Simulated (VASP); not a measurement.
# SnO2 (l.eA) (P4_2/mnm) in VASP: notebook

SnO2 (l.eA) is run at these levels: LDA; tasks: single point.

All numbers are computed with VASP 6.6.1; they aren't measurements. Logs are shortened: lines on timing, memory, paths and dates and some standing lists are left out, and cuts for length are marked.

## 1. The cell of the first run

Symmetry: P4_2/mnm, No. 136, tetragonal system. The conventional cell has a = 4.561 Å, b = 4.561 Å, c = 3.272 Å, α = 90.00°, β = 90.00°, γ = 90.00°. Sn (site symmetry mmm) has 6 O at 1.98 to 2.06 Å within 2.6 Å. O (site symmetry m2m) has 3 Sn at 1.98 to 2.06 Å and 1 O at 2.49 Å within 2.6 Å.

## 2. Single point, LDA

File INCAR:

```
SYSTEM = SnO2
ALGO     = Normal         ! electronic algorithm
EDIFF    = 1E-6           ! SCF threshold, eV
ENCUT    = 600            ! plane-wave cutoff, eV
GGA      = CA             ! functional
GGA_COMPAT= .False.      
ISIF     = 2              ! what is computed and relaxed
ISMEAR   = 0              ! smearing method
LASPH    = .True.         ! aspherical terms in the spheres
LCHARG   = .True.         ! write CHGCAR
LELF     = .True.         ! ELF
LREAL    = .False.        ! projectors in reciprocal space
LVHAR    = .True.       
LWAVE    = .False.        ! write WAVECAR
NBANDS   = 35             ! bands
NELM     = 120            ! most SCF steps
PREC     = Accurate       ! precision mode
SIGMA    = 0.02           ! smearing width, eV
```

File KPOINTS:

```
k-points
0
Gamma
  6 6 8
  0 0 0
```

File POSCAR:

```
SnO2
1.0
    4.5613071670      0.0000000000      0.0000000000
    0.0000000000      4.5613071670      0.0000000000
    0.0000000000      0.0000000000      3.2722374217
Sn O
2 4
Direct
    0.0000000000      0.0000000000      0.0000000000
    0.5000000000      0.5000000000      0.5000000000
    0.6930000000      0.6930000000      0.0000000000
    0.3070000000      0.3070000000      0.0000000000
    0.8070000000      0.1930000000      0.5000000000
    0.1930000000      0.8070000000      0.5000000000
```

Potentials or basis: VASP PAW LDA potentials, release 64 (Sn_d, O).

On the command line:

```bash
$ cat potpaw_LDA.64/Sn_d/POTCAR potpaw_LDA.64/O/POTCAR > POTCAR
$ mpirun -np 1 vasp_std > vasp.out
```

OUTCAR:

```text
SYSTEM = SnO2
   EDIFF = 1E-6
   ENCUT = 600
   GGA = CA
   ISIF = 2
   ISMEAR = 0
   LASPH = .True.
   LREAL = .False.
   NELM = 120
   PREC = Accurate

 ion  position               nearest neighbor table
   1  0.000  0.000  0.000-   3 1.98   4 1.98   5 2.06   6 2.06   5 2.06   6 2.06   2 3.62   2 3.62
                             2 3.62   2 3.62   2 3.62   2 3.62   2 3.62   2 3.62
   2  0.500  0.500  0.500-   5 1.98   6 1.98   3 2.06   4 2.06   3 2.06   4 2.06   1 3.62   1 3.62
                             1 3.62   1 3.62   1 3.62   1 3.62   1 3.62   1 3.62
   3  0.693  0.693  0.000-   1 1.98   2 2.06   2 2.06
   4  0.307  0.307  0.000-   1 1.98   2 2.06   2 2.06
   5  0.807  0.193  0.500-   2 1.98   1 2.06   1 2.06
   6  0.193  0.807  0.500-   2 1.98   1 2.06   1 2.06

  LATTYP: Found a simple tetragonal cell.
 ALAT       =     4.5613071670
 C/A-ratio  =     0.7173902791

  Lattice vectors:

 A1 = (   4.5613071670,   0.0000000000,   0.0000000000)
 A2 = (   0.0000000000,   4.5613071670,   0.0000000000)
 A3 = (   0.0000000000,   0.0000000000,   3.2722374217)

Analysis of symmetry for initial positions (statically):
=====================================================================
 Subroutine PRICEL returns:
 Original cell was already a primitive cell.

 Routine SETGRP: Setting up the symmetry group for a
 simple tetragonal supercell.

 Subroutine GETGRP returns: Found 16 space group operations
 (whereof  8 operations were pure point group operations)
 out of a pool of 16 trial point group operations.

The static configuration has the point symmetry D_2h.
 The point group associated with its full space group is D_4h.

Analysis of symmetry for dynamics (positions and initial velocities):
=====================================================================
 Subroutine PRICEL returns:
 Original cell was already a primitive cell.

 Routine SETGRP: Setting up the symmetry group for a
 simple tetragonal supercell.

 Subroutine GETGRP returns: Found 16 space group operations
 (whereof  8 operations were pure point group operations)
 out of a pool of 16 trial point group operations.

The dynamic configuration has the point symmetry D_2h.
 The point group associated with its full space group is D_4h.

 Subroutine INISYM returns: Found 16 space group operations
 (whereof  8 operations are pure point group operations),
 and found     1 'primitive' translations

----------------------------------------------------------------------------------------

                                     Primitive cell

  volume of cell :      68.0806

  direct lattice vectors                    reciprocal lattice vectors
     4.561307167  0.000000000  0.000000000     0.219235400  0.000000000  0.000000000
     0.000000000  4.561307167  0.000000000     0.000000000  0.219235400  0.000000000
     0.000000000  0.000000000  3.272237422     0.000000000  0.000000000  0.305601297

  length of vectors
     4.561307167  4.561307167  3.272237422     0.219235400  0.219235400  0.305601297

  position of ions in fractional coordinates (direct lattice)
     0.000000000  0.000000000  0.000000000
     0.500000000  0.500000000  0.500000000
     0.693000000  0.693000000  0.000000000
     0.307000000  0.307000000  0.000000000
     0.807000000  0.193000000  0.500000000
     0.193000000  0.807000000  0.500000000

  ion indices of the primitive-cell ions
   primitive index   ion index
                 1           1
                 2           2
                 3           3
                 4           4
                 5           5
                 6           6

----------------------------------------------------------------------------------------

 KPOINTS: k-points

Automatic generation of k-mesh.
 Grid dimensions read from file:
 generate k-points for:    6    6    8

 Generating k-lattice:

  Cartesian coordinates                     Fractional coordinates (reciprocal lattice)
     0.036539233  0.000000000  0.000000000     0.166666667  0.000000000  0.000000000
     0.000000000  0.036539233  0.000000000     0.000000000  0.166666667  0.000000000
     0.000000000  0.000000000  0.038200162     0.000000000  0.000000000  0.125000000

  Length of vectors
     0.036539233  0.036539233  0.038200162

  Shift w.r.t. Gamma in fractional coordinates (k-lattice)
     0.000000000  0.000000000  0.000000000

 Subroutine IBZKPT returns following result:
 ===========================================

 Found     50 irreducible k-points:

 Following reciprocal coordinates:
            Coordinates               Weight
  0.000000  0.000000  0.000000      1.000000
  0.166667  0.000000  0.000000      4.000000
  0.333333  0.000000  0.000000      4.000000
  0.500000  0.000000  0.000000      2.000000
  0.166667  0.166667  0.000000      4.000000
  0.333333  0.166667  0.000000      8.000000
[... 16 lines left out ...]
  0.333333  0.000000  0.250000      8.000000
  0.500000  0.000000  0.250000      4.000000
 [... further k-points ...]
   k-points           NKPTS =     50   k-points in BZ     NKDIM =     50   number of bands    NBANDS=     35
   number of dos      NEDOS =    301   number of ions     NIONS =      6
   total plane-waves  NPLWV =  36288
   dimension x,y,z NGX =    36 NGY =   36 NGZ =   28
   dimension x,y,z NGXF=    72 NGYF=   72 NGZF=   56
   ions per type =               2   4
   NGX,Y,Z   is equivalent  to a cutoff of  13.12, 13.12, 14.23 a.u.
   NGXF,Y,Z  is equivalent  to a cutoff of  26.24, 26.24, 28.45 a.u.
 SYSTEM =  SnO2
   PREC   = accura    normal or accurate (medium, high low for compatibility)
   ISTART =      0    job   : 0-new  1-cont  2-samecut
   ICHARG =      2    charge: 1-file 2-atom 10-const
   ISPIN  =      1    spin polarized calculation?
   LNONCOLLINEAR =      F non collinear calculations
   LSORBIT =      F    spin-orbit coupling
   LASPH  =      T    aspherical Exc in radial PAW
   ENCUT  =  600.0 eV  44.10 Ry    6.64 a.u.   9.11  9.11  6.54*2*pi/ulx,y,z
   NELM   =    120;   NELMIN=  2; NELMDL= -5     # of ELM steps
   EDIFF  = 0.1E-05   stopping-criterion for ELM
   LREAL  =      F    real-space projection
   EDIFFG = 0.1E-04   stopping-criterion for IOM
   NSW    =      0    number of steps for IOM
   IBRION =     -1    ionic relax: 0-MD 1-quasi-New 2-CG
   NFREE  =      0    steps in history (QN), initial steepest desc. (CG)
   ISIF   =      2    stress and relaxation
   ISYM   =      2    0-nonsym 1-usesym 2-fastsym
   POTIM  = 0.5000    time-step for ionic-motion
   TEBEG  =    0.0;   TEEND  =   0.0 temperature during run
   PSTRESS=    0.0 pullay stress
   NELECT =      52.0000    total number of electrons
   NUPDOWN=      -1.0000    fix difference up-down
   EMIN   =  10.00;   EMAX   =-10.00  energy-range for DOS
   EFERMI =   0.00;   METHOD = LEGACY
   ISMEAR =     0;   SIGMA  =   0.02  broadening in eV -4-tet -1-fermi 0-gaus
   EFERMI_NEDOS =   21; number of points for ismear=-14 and -15
   IALGO  =     38    algorithm
   IMIX   =      4    mixing-type and parameters
     AMIX     =   0.40;   BMIX     =  1.00
     AMIX_MAG =   1.60;   BMIX_MAG =  1.00
  volume/ion in A,a.u.               =      11.35        76.57
  Fermi-wavevector in a.u.,A,eV,Ry     =   1.496470  2.827919 30.469209  2.239424
  Thomas-Fermi vector in A             =   2.608483
   LORBIT       =      0    0 simple, 1 ext, 2 COOP (PROOUT), +10 PAW based schemes
   GGA     = CA    functional components
   LHFCALC =     F    Hartree Fock is set to
   AEXX    =    0.0000 exact exchange contribution
   IVDW    =     0    specifies the selected vdW correction
   LEPSILON=     F    determine dielectric tensor
   LRPA    =     F    only Hartree local field effects (RPA)
 non-spin polarized calculation
 Gauss-broadening in eV      SIGMA  =   0.02
  energy-cutoff  :      600.00
  volume of cell :       68.08
 maximum number of plane-waves:      2305
   NGX = 19   NGY = 19   NGZ = 13

 number of electron      52.0000033 magnetization

 Free energy of the ion-electron system (eV)
  ---------------------------------------------------
  ext. energy  EPLUGINS =         0.00000000
  ---------------------------------------------------
  free energy    TOTEN  =       -42.09722630 eV

  energy without entropy =      -42.09722630  energy(sigma->0) =      -42.09722630

 E-fermi :   6.5919     XC(G=0): -12.0864

 val. band max:        6.4583767489   @ k =   0.0000   0.0000   0.0000
 cond. band min:       8.0457905524   @ k =   0.0000   0.0000   0.0000
 fundamental gap:      1.5874138034
 Fermi energy:         6.5918671801

 k-point     1 :       0.0000    0.0000    0.0000
  band No.  band energies     occupation
      1     -14.5917      2.00000
      2     -13.6084      2.00000
      3     -13.4538      2.00000
      4     -13.3861      2.00000
      5     -13.3658      2.00000
      6     -13.3658      2.00000
[... 27 lines left out ...]
     34      19.3935      0.00000
     35      19.4185      0.00000

 k-point     2 :       0.1667    0.0000    0.0000
  band No.  band energies     occupation
      1     -14.5412      2.00000
      2     -13.6582      2.00000
      3     -13.4855      2.00000
      4     -13.3894      2.00000
      5     -13.3628      2.00000
      6     -13.3625      2.00000
[... 27 lines left out ...]
     34      19.2552      0.00000
     35      19.4796      0.00000

 k-point     3 :       0.3333    0.0000    0.0000
  band No.  band energies     occupation
      1     -14.3932      2.00000
      2     -13.8845      2.00000
      3     -13.4622      2.00000
      4     -13.4007      2.00000
      5     -13.3563      2.00000
      6     -13.3559      2.00000
[... 27 lines left out ...]
     34      19.1594      0.00000
     35      19.2724      0.00000

 k-point     4 :       0.5000    0.0000    0.0000
  band No.  band energies     occupation
      1     -14.1618      2.00000
      2     -14.1618      2.00000
      3     -13.4244      2.00000
      4     -13.4244      2.00000
      5     -13.3527      2.00000
      6     -13.3527      2.00000
[... 27 lines left out ...]
     34      18.8227      0.00000
     35      19.1660      0.00000

 k-point     5 :       0.1667    0.1667    0.0000
  band No.  band energies     occupation
      1     -14.5047      2.00000
      2     -13.7451      2.00000
      3     -13.4799      2.00000
      4     -13.3820      2.00000
      5     -13.3670      2.00000
      6     -13.3555      2.00000
[... 638 lines left out ...]
 k-point    22 :       0.1667    0.0000    0.2500
  band No.  band energies     occupation
      1     -14.3333      2.00000
      2     -13.9213      2.00000
      3     -13.7477      2.00000
      4     -13.4421      2.00000
      5     -13.2962      2.00000
      6     -13.2756      2.00000
[... 27 lines left out ...]
     34      18.8599      0.00000
     35      19.1433      0.00000

 k-point    23 :       0.3333    0.0000    0.2500
  band No.  band energies     occupation
      1     -14.2967      2.00000
      2     -14.0917      2.00000
      3     -13.6438      2.00000
      4     -13.4091      2.00000
      5     -13.2842      2.00000
      6     -13.2702      2.00000
[... 27 lines left out ...]
     34      18.8405      0.00000
     35      19.0702      0.00000

 k-point    24 :       0.5000    0.0000    0.2500
  band No.  band energies     occupation
      1     -14.2187      2.00000
      2     -14.2187      2.00000
      3     -13.5125      2.00000
      4     -13.5125      2.00000
      5     -13.2680      2.00000
      6     -13.2680      2.00000
[... 27 lines left out ...]
     34      18.9998      0.00000
     35      19.2355      0.00000

 [... further k-points ...]
[... 5 lines left out ...]
  --------------------------------------------------------------------------------------
  -------------------------------------------------------------------------------------
  Total        5.6143499      5.6143499      0.8863324      0.0000000      0.0000000      0.0000000
  in kB      132.1254897    132.1254897     20.8585340      0.0000000      0.0000000      0.0000000
  external PRESSURE =      95.0365044 kB  Pullay stress =       0.0000000 kB

 VOLUME and BASIS-vectors are now :
 -----------------------------------------------------------------------------
  energy-cutoff  :      600.00
  volume of cell :       68.08
      direct lattice vectors                 reciprocal lattice vectors
     4.561307167  0.000000000  0.000000000     0.219235400  0.000000000  0.000000000
     0.000000000  4.561307167  0.000000000     0.000000000  0.219235400  0.000000000
     0.000000000  0.000000000  3.272237422     0.000000000  0.000000000  0.305601297

 POSITION                                       TOTAL-FORCE (eV/Angst)
 -----------------------------------------------------------------------------------
      0.00000      0.00000      0.00000         0.000000      0.000000      0.000000
      2.28065      2.28065      1.63612         0.000000      0.000000      0.000000
      3.16099      3.16099      0.00000        -0.046127     -0.046127     -0.000000
      1.40032      1.40032      0.00000         0.046127      0.046127      0.000000
      3.68097      0.88033      1.63612         0.046127     -0.046127     -0.000000
      0.88033      3.68097      1.63612        -0.046127      0.046127      0.000000
 -----------------------------------------------------------------------------------
    total drift:                               -0.000000      0.000000     -0.000000

  FREE ENERGIE OF THE ION-ELECTRON SYSTEM (eV)
  ---------------------------------------------------
  free  energy   TOTEN  =       -42.0972262998 eV

  energy  without entropy=      -42.0972262998  energy(sigma->0) =      -42.09722630
```

Wall time 1.9 min (1 thread of Intel Xeon 6975P-C, shared host); peak memory 0.24 GiB.

What came out:

```
Free energy            : -42.0972 eV
Pressure               : 9.5 GPa
Largest force          : 0.065 eV/Å
Band gap on the k mesh : 1.59 eV, direct
```

Forces in eV/Å, atoms in the order of the input:
```
Sn   0.000  0.000  0.000
Sn   0.000  0.000  0.000
O   -0.046 -0.046  0.000
O    0.046  0.046  0.000
O    0.046 -0.046  0.000
O   -0.046  0.046  0.000
```

Caveat: spin-orbit coupling is left out, which moves the levels of the heavy elements.

## 3. Single point, LDA

File INCAR:

```
PREC = Accurate
ENCUT = 600
EDIFF = 1E-6
ISMEAR = 0
SIGMA = 0.02
LREAL = F
LASPH = T
NELM = 120
ALGO = Normal
ISIF = 2
LWAVE = F
LCHARG = T
GGA = CA
LELF = T
LVHAR = T
NBANDS = 35
GGA_COMPAT = F
```

File KPOINTS:

```
Automatic mesh
0
Gamma
  6 6 8
```

File POSCAR:

```
SnO2
1.0
    4.5613071670      0.0000000000      0.0000000000
    0.0000000000      4.5613071670      0.0000000000
    0.0000000000      0.0000000000      3.2769841344
Sn O
2 4
Direct
    0.0000000000      0.0000000000      0.0000000000
    0.5000000000      0.5000000000      0.5000000000
    0.6926163200      0.6926163200      0.0000000000
    0.3073836800      0.3073836800      0.0000000000
    0.8073836800      0.1926163200      0.5000000000
    0.1926163200      0.8073836800      0.5000000000
```

Potentials or basis: VASP PAW LDA potentials, release 64 (Sn_d, O).

On the command line:

```bash
$ cat potpaw_LDA.64/Sn_d/POTCAR potpaw_LDA.64/O/POTCAR > POTCAR
$ mpirun -np 1 vasp_std > vasp.out
```

It took 2 min on 1 thread of Intel Xeon 6975P-C, shared host; peak memory 0.24 GiB.

It converged, with:

- Free energy: -42.0990 eV
- Pressure: 9.1 GPa
- Largest force: 0.005 eV/Å
- Band gap on the k mesh: 1.57 eV, direct

Forces in eV/Å, atoms in the order of the input:
```
Sn   0.000  0.000  0.000
Sn   0.000  0.000  0.000
O   -0.003 -0.003  0.000
O    0.003  0.003  0.000
O    0.003 -0.003  0.000
O   -0.003  0.003  0.000
```

Stress tensor (GPa, compression positive):
```
12.86  0.00  0.00
 0.00 12.86  0.00
 0.00  0.00  1.59
```

Levels at points of the mesh, in eV from the valence-band top:
| k point | band 24 | band 25 | band 26 | band 27 | band 28 | band 29 |
| --- | --- | --- | --- | --- | --- | --- |
| (0.00, 0.00, 0.00) | -0.74 | -0.74 | 0.00 | 1.57 | 5.74 | 5.91 |
| (0.50, 0.00, 0.00) | -1.29 | -0.61 | -0.61 | 4.77 | 4.77 | 6.67 |
| (0.50, 0.50, 0.00) | -1.46 | -0.79 | -0.79 | 4.99 | 4.99 | 7.40 |
| (0.00, 0.00, 0.50) | -1.84 | -1.30 | -1.30 | 6.52 | 6.52 | 9.99 |
| (0.50, 0.00, 0.50) | -1.12 | -0.49 | -0.49 | 6.92 | 6.92 | 8.55 |
| (0.50, 0.50, 0.50) | -0.95 | -0.76 | -0.76 | 5.31 | 5.31 | 8.87 |

Caveat: spin-orbit coupling is left out, which moves the levels of the heavy elements. LDA gaps usually lie below the measured ones, often by a third to a half.
